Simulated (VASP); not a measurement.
HgTe, 4 atoms in the cell. It takes space group Cmcm (No. 63, orthorhombic). Conventional cell: a = 5.985 Å, b = 6.934 Å, c = 5.798 Å, α = 90.00°, β = 90.00°, γ = 90.00°. Within 4.0 Å of Hg (site symmetry m2m) lie 6 Te at 3.02 to 3.87 Å and 2 Hg at 3.63 Å. Within 4.0 Å of Te (site symmetry m2m) lie 6 Hg at 3.02 to 3.87 Å. 

| Item | Value |
| --- | --- |
| Program | VASP 6.6.1 |
| Task | single point |
| Functional | LDA |
| Potentials or basis | VASP PAW LDA potentials, release 64 (Hg, Te) |
| Cutoff | 520 eV |
| k mesh | 5 × 5 × 4 |
| Occupations | methfessel-paxton, width 0.1 eV |
| Spin | no spin polarisation |
| Dipole correction | no |
| Further INCAR settings | ALGO = Normal; EDIFF = 1e-07; NBANDS = 26 |

Potentials or basis: VASP PAW LDA potentials, release 64 (Hg, Te).

Launch:

```console
$ cat potpaw_LDA.64/Hg/POTCAR potpaw_LDA.64/Te/POTCAR > POTCAR
$ mpirun -np 1 vasp_std > vasp.out
```

Hardware: 1 thread of Intel Xeon 8259CL (shared host).

**Question.** How long does it take, and how much memory?

**Answer.** Run time: 89 s on 1 thread of Intel Xeon 8259CL, on a shared host, peak memory 0.24 GiB. Counts: scf iterations 15, k points 27.
